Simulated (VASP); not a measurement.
## N: single point with LDA

N:

```
N
1.0
     0.00000    2.04936    2.04936
     2.04936    0.00000    2.04936
     2.04936    2.04936    0.00000
N
2
Direct
  0.00000 0.00000 0.00000
  0.25000 0.25000 0.25000
```

* Program: VASP 6.6.1
* Task: single point
* Functional: LDA
* Potentials or basis: VASP PAW LDA potentials, release 64 (N)
* Cutoff: 520 eV
* k mesh: 11 × 11 × 11
* Occupations: fermi-dirac, width 0.136057 eV
* Spin: no spin polarisation
* Dipole correction: no
* Further INCAR settings: ALGO = Normal; EDIFF = 1e-06; NBANDS = 12

The pressure is -1.0 GPa. The band gap on the k mesh is zero (band 5 reaches 5.68 eV, above the bottom of band 6 at 4.37 eV).

Levels at points of the mesh, in eV from the Fermi level:
```csv
k point,band 3,band 4,band 5,band 6,band 7,band 8
"(0.00, 0.00, 0.00)",-3.92,-3.92,-3.92,0.36,0.36,0.36
```

Run time: 12 s on 1 thread of Intel Xeon 8259CL (shared host), peak memory 0.12 GiB.
